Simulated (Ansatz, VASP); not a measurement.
Given: the input of a run of VASP 6.6.1 on BaTiO3.

INCAR

```
SYSTEM = BaTiO3
PREC = Accurate
ENCUT = 910
EDIFF = 1E-6
ISMEAR = -1
SIGMA = 0.05
LREAL = .FALSE.
LASPH = .TRUE.
NELM = 120
ALGO = Normal
ISIF = 2
LWAVE = .FALSE.
LCHARG = .TRUE.
GGA = PE
LELF = .TRUE.
LVHAR = .TRUE.
NBANDS = 28
GGA_COMPAT = .FALSE.
```

KPOINTS

```
Automatic mesh
0
G
  7 7 7
  0 0 0
```

Contents of POSCAR:

```
BaTiO3
1.0
    2.8276681600      1.6325549700      2.3177316100
   -2.8276681600      1.6325549700      2.3177316100
    0.0000000000     -3.2651099400      2.3177316100
Ba Ti O
1 1 3
Direct
    0.0334731600      0.9884685300      0.0018377600
    0.5061032600      0.5274847800      0.5372321600
    0.4862471500      0.4971470800      0.9711514600
    0.4740898700      0.9864150100      0.4720123700
    0.9787865600      0.4791845900      0.4964662400
```

Potentials or basis: VASP PAW PBE potentials, release 64 (Ba_sv, Ti_sv, O_h).

Command:

```sh
$ cat potpaw_PBE.64/Ba_sv/POTCAR potpaw_PBE.64/Ti_sv/POTCAR potpaw_PBE.64/O_h/POTCAR > POTCAR
$ mpirun -np 1 vasp_std > vasp.out
```

Question: Translate it to Ansatz 0.2.0. Potentials there: Ansatz PAW.

Answer: As run (the cutoff follows the program's own potentials):

input.yaml

```yaml
crystal:
  lattice:
    - [2.82766816, 1.63255497, 2.31773161]
    - [-2.82766816, 1.63255497, 2.31773161]
    - [0.0, -3.26510994, 2.31773161]
  atoms:
    - { symbol: Ba, position: [0.03347316, 0.98846853, 0.00183776] }
    - { symbol: Ti, position: [0.50610326, 0.52748478, 0.53723216] }
    - { symbol: O, position: [0.48624715, 0.49714708, 0.97115146] }
    - { symbol: O, position: [0.47408987, 0.98641501, 0.47201237] }
    - { symbol: O, position: [0.97878656, 0.47918459, 0.49646624] }
hamiltonian:
  xc: pbe
  pseudopotentials: { kind: paw }
kpoints:
  mp_grid: { grid: [7, 7, 7] }
scf:
  occupations: { method: fermi_dirac, width: 0.05 }
basis:
  ecutwfc: "800 eV"
output:
  forces: true
  stress: true
  eigenvalues: true
```

Potentials or basis: Ansatz PAW.

Run with:

```sh
$ ansatz run input.yaml --threads 2 --pin off --max-ram 5632MiB --backend cpu --events-out ev --progress --plain --runs-dir out
```

Both were run:

|  | VASP | Ansatz | Ansatz less VASP |
| --- | --- | --- | --- |
| gap on the k mesh at the Fermi level (eV) | 2.75 | 2.78 | +0.023 |
| least direct gap on the mesh (eV) | 3.31 | 3.32 | +0.015 |
| rms of the force components (eV/Å) | 0.812 | 0.772 | -0.0396 |

Atom by atom the forces differ by 0.054 eV/Å (rms over components).

Spin-orbit coupling is off throughout. Noted on VASP's run: the cutoff is short for stress, so the pressure is rough. Noted on Ansatz's run: odd divisions of the mesh miss points on the zone boundary, where band edges often lie, so the gap on the mesh can be too wide.
